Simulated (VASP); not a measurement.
The system is MgO.

```xyz
4
Lattice="3.2882 0.0000 0.0000 -1.6441 2.8477 0.0000 0.0000 0.0000 5.0344" Properties=species:S:1:pos:R:3 pbc="T T T"
Mg    0.0000    1.8985   -0.0495
Mg    1.6441    0.9492    2.4677
O     0.0000    1.8985    1.9374
O     1.6441    0.9492    4.4546
```

Base run:

| Quantity | Value |
| --- | --- |
| Program | VASP 6.6.1 |
| Functional | PBE |
| Potentials or basis | VASP PAW PBE potentials, release 64 (Mg, O) |
| Cutoff | 520 eV |
| k mesh | 6 × 6 × 4 |
| Occupations | gaussian, width 0.01 eV |
| Spin | no spin polarisation |

Its results: band gap on the k mesh 3.54 eV, direct; pressure 3.5 GPa.

Problem. The run is repeated on the same cell with these changes: functional from PBE to r2SCAN. What comes out?

Solution. Band gap on the k mesh 4.21 eV, direct; pressure -0.6 GPa.

r2SCAN gives the wider gap, since meta-GGAs in the generalised Kohn-Sham scheme recover part of the derivative discontinuity.

Caveats: the PAW data sets were made with another functional, which shifts forces and pressure a little (some runs).

